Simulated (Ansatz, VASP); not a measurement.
## One calculation of Al3Ga5As8, two programs

```
CELL_PARAMETERS angstrom
-5.65636 5.65636 0.00000
-5.65636 0.00000 5.65636
0.00000 5.65636 5.65636
ATOMIC_POSITIONS crystal
Al 0.00000 0.00000 0.00000
Al 0.50000 0.00000 0.00000
Al 0.00000 0.50000 0.00000
Ga 0.00000 0.00000 0.50000
Ga 0.50000 0.50000 0.00000
Ga 0.50000 0.00000 0.50000
Ga 0.00000 0.50000 0.50000
Ga 0.50000 0.50000 0.50000
As 0.87500 0.87500 0.37500
As 0.37500 0.87500 0.37500
As 0.87500 0.37500 0.37500
As 0.87500 0.87500 0.87500
As 0.37500 0.37500 0.37500
As 0.37500 0.87500 0.87500
As 0.87500 0.37500 0.87500
As 0.37500 0.37500 0.87500
```

Alike in both runs: task single point; functional PBEsol; k mesh 4 × 4 × 4; occupations gaussian, width 0.1 eV; no spin polarisation.

|  | VASP | Ansatz |
| --- | --- | --- |
| version | VASP 6.6.1 | Ansatz 0.2.0 |
| potentials or method | VASP PAW PBE potentials, release 64 (Al, Ga_d, As), cutoff 520 eV | scalar-relativistic, plane waves, PAW |
| valence electrons in the cell | 114 | 194 |

|  | VASP | Ansatz | Ansatz less VASP |
| --- | --- | --- | --- |
| gap on the k mesh at the Fermi level (eV) | 0.77 | 0.76 | -0.009 |
| least direct gap on the mesh (eV) | 0.77 | 0.76 | -0.009 |
| pressure (GPa) | 0.6 | 0.3 | -0.21 |
| rms of the force components (eV/Å) | 0.017 | 0.017 | +0.0005 |

VASP's potentials were made for PBE, not for PBEsol. Atom by atom the forces differ by 0.003 eV/Å (rms over components). With one functional, cell and mesh, what is left measures potentials, basis and numerics. VASP's potentials hold 114 valence electrons a cell and Ansatz's 194, so a difference there can come from the potentials and not from the codes.
